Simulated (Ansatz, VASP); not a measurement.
## Two plane-wave programs on GaAs3

```
CELL_PARAMETERS angstrom
3.96829 0.00000 0.00000
-1.98414 3.43664 0.00000
0.00000 0.00000 13.45452
ATOMIC_POSITIONS crystal
Ga 0.33333 0.66667 0.08436
Ga 0.66667 0.33333 0.33438
As 0.33333 0.66667 0.27248
As 0.66667 0.33333 0.52297
As 0.00000 0.00000 0.01553
As 0.00000 0.00000 0.61083
As 0.33333 0.66667 0.76240
As 0.66667 0.33333 0.85505
```

Alike in both runs: functional PBE; k mesh 12 × 12 × 4; occupations gaussian, width 0.01 eV; no spin polarisation.

Ansatz relaxed the structure, and its values are those at the end. VASP's run is a single point on that final structure, the one shown.

|  | VASP | Ansatz |
| --- | --- | --- |
| version | VASP 6.6.1 | Ansatz 0.2.0 |
| potentials or method | VASP PAW PBE potentials, release 64 (Ga_d, As), cutoff 520 eV | scalar-relativistic, plane waves, PAW |
| valence electrons in the cell | 56 | 116 |

|  | VASP | Ansatz | Ansatz less VASP |
| --- | --- | --- | --- |
| gap on the k mesh at the Fermi level (eV) | 0.13 | 0.13 | +0.003 |
| least direct gap on the mesh (eV) | 0.21 | 0.22 | +0.003 |
| pressure (GPa) | 0.2 | 0.0 | -0.18 |
| rms of the force components (eV/Å) | 0.014 | 0.003 | -0.0110 |

With one functional, cell and mesh, what is left measures potentials, basis and numerics. VASP's potentials hold 56 valence electrons a cell and Ansatz's 116, so a difference there can come from the potentials and not from the codes.
